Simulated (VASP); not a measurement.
Runs of VASP 6.6.1 on SnS2 (Berndtite-2T). The structure is that of space group P-3m1 (No. 164), or close to it. The cells are those of the table. 

```tsv
task	level	potentials or basis	cell	gap on the mesh (eV)	pressure (GPa)	relaxed volume (Å³/atom)	largest force (eV/Å)
relaxation of cell and atoms	PBEsol	VASP PAW PBE potentials, release 64 (Sn_d, S)	relaxed from a = 3.639, b = 3.639, c = 5.868 Å, angles 90.0, 90.0, 120.0°, 3 atoms	1.49	0.0	23.22	-
single point	LDA	VASP PAW LDA potentials, release 64 (Sn_d, S)	a = 3.634, b = 3.634, c = 5.702 Å, angles 90.0, 90.0, 120.0°, 3 atoms	(b)	0.0	-	-
relaxation of cell and atoms	PBE+D3(BJ)	VASP PAW PBE potentials, release 64 (Sn_d, S)	relaxed from a = 3.639, b = 3.639, c = 5.868 Å, angles 90.0, 90.0, 120.0°, 3 atoms	1.33	0.0	(a)	-
single point	revPBE+D3(BJ)	VASP PAW PBE potentials, release 64 (Sn_d, S)	a = 3.657, b = 3.657, c = 5.618 Å, angles 90.0, 90.0, 120.0°, 3 atoms	1.26	-0.1	-	0.01
relaxation of cell and atoms	revPBE+D3(BJ)	VASP PAW PBE potentials, release 64 (Sn_d, S)	relaxed from a = 3.639, b = 3.639, c = 5.868 Å, angles 90.0, 90.0, 120.0°, 3 atoms	1.26	0.0	21.61	-
relaxation of cell and atoms	LDA	VASP PAW LDA potentials, release 64 (Sn_d, S)	relaxed from a = 3.639, b = 3.639, c = 5.868 Å, angles 90.0, 90.0, 120.0°, 3 atoms	1.15	0.0	21.64	0.01
single point	PBEsol	VASP PAW PBE potentials, release 64 (Sn_d, S)	a = 3.653, b = 3.653, c = 6.056 Å, angles 90.0, 90.0, 120.0°, 3 atoms	1.49	-0.1	-	-
single point	PBE+D3(BJ)	VASP PAW PBE potentials, release 64 (Sn_d, S)	a = 3.670, b = 3.670, c = 5.804 Å, angles 90.0, 90.0, 120.0°, 3 atoms	1.33	-0.1	-	-
```

Alike in all rows: no spin polarisation; k mesh 6 × 6 × 4; cutoff (eV) 500; smearing fermi-dirac 0.1 eV.

Q: Estimate the missing entries.

A: (a) 22.52; (b) 1.17.

Caveats: spin-orbit coupling is left out, which moves the levels of the heavy elements; the PAW data sets were made with another functional, which shifts forces and pressure a little (some runs); this functional lacks dispersion, which binds the layers, so the pressure and a relaxed spacing across them are unreliable (some runs).

A k mesh can miss the band edges, and the runs leave out spin-orbit coupling on Sn.
